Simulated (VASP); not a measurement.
Runs of VASP 6.6.1 on Ta. The structure is that of space group Fm-3m (No. 225), or close to it. The cells are those of the table. This isn't the form of Ta at room conditions, which is bcc.

| cell | gap on the mesh (eV) | pressure (GPa) |
| --- | --- | --- |
| a = 2.447 Å, angles 60.0°, 1 atom | none | 336.8 |
| a = 2.830 Å, angles 60.0°, 1 atom | none | (a) |
| a = 2.588 Å, angles 60.0°, 1 atom | none | (b) |
| a = 2.937 Å, angles 60.0°, 1 atom | none | 10.8 |
| a = 2.714 Å, angles 60.0°, 1 atom | none | 92.9 |

Alike in all rows: task single point; level PBE; potentials or basis VASP PAW PBE potentials, release 64 (Ta_pv); no spin polarisation; k mesh 16 × 16 × 16; cutoff (eV) 520; smearing fermi-dirac 0.1 eV.

**Question.** Estimate the missing entries.

**Answer.** (a) 42.0; (b) 177.6.

Caveats: the cell stands under pressure; spin-orbit coupling is left out, which moves the levels of the heavy elements.

A k mesh can miss the band edges, and the runs leave out spin-orbit coupling on Ta.

A gap of «none» marks levels without a gap at the run's occupations.
